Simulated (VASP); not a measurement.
A run of VASP 6.6.1:

Contents of INCAR:

```
PREC = Accurate
ENCUT = 520
EDIFF = 1E-7
ISMEAR = 0
SIGMA = 0.05
LREAL = F
LASPH = T
NELM = 60
ALGO = Normal
ISIF = 2
LWAVE = F
LCHARG = F
GGA = PS
NBANDS = 27
```

The input KPOINTS:

```
Automatic mesh
0
Gamma
  12 12 12
```

The input POSCAR:

```
InSe
1.0
    2.1093396312      1.2178278039      8.2723421489
   -2.1093396312      1.2178278039      8.2723421489
    0.0000000000     -2.4356556078      8.2723421489
In Se
2 2
Direct
   -0.0020452328     -0.0020452328     -0.0020452328
    0.1148160249      0.1148160249      0.1148160249
    0.6070479599      0.6070479599      0.6070479599
    0.8378812480      0.8378812480      0.8378812480
```

Potentials or basis: VASP PAW PBE potentials, release 64 (In_d, Se).

Launch:

```sh
$ cat potpaw_PBE.64/In_d/POTCAR potpaw_PBE.64/Se/POTCAR > POTCAR
$ mpirun -np 1 vasp_std > vasp.out
```

Hardware: 1 thread of Intel(R) Xeon(R) Platinum 8259CL CPU @ 2.50GHz (Skylake/Cascade Lake), with other jobs on the host.

**Question.** Estimate the wall time of this run.

**Answer.** Run time: 51 min on 1 thread of Intel(R) Xeon(R) Platinum 8259CL CPU @ 2.50GHz (Skylake/Cascade Lake), with other jobs on the host, peak memory 0.94 GiB. Counts: scf iterations 15, k points 189.
